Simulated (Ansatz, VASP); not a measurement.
**C in VASP and in Ansatz**

```
CELL_PARAMETERS angstrom
0.00000 1.78337 1.78337
1.78337 0.00000 1.78337
1.78337 1.78337 0.00000
ATOMIC_POSITIONS crystal
C 0.50000 0.50000 0.50000
C 0.75000 0.75000 0.75000
```

Alike in both runs: task single point; functional PBE; k mesh 5 × 5 × 5; no spin polarisation.

|  | VASP | Ansatz |
| --- | --- | --- |
| version | VASP 6.6.1 | Ansatz 0.2.0 |
| potentials or method | VASP PAW PBE potentials, release 64 (C), cutoff 600 eV | plane waves, PAW |
| occupations | gaussian, width 0.01 eV | fixed |
| valence electrons in the cell | 8 | 8 |

|  | VASP | Ansatz | Ansatz less VASP |
| --- | --- | --- | --- |
| gap on the k mesh at the Fermi level (eV) | 4.17 | 4.17 | +0.008 |

The k mesh is coarse, so the values compare programs but aren't converged.
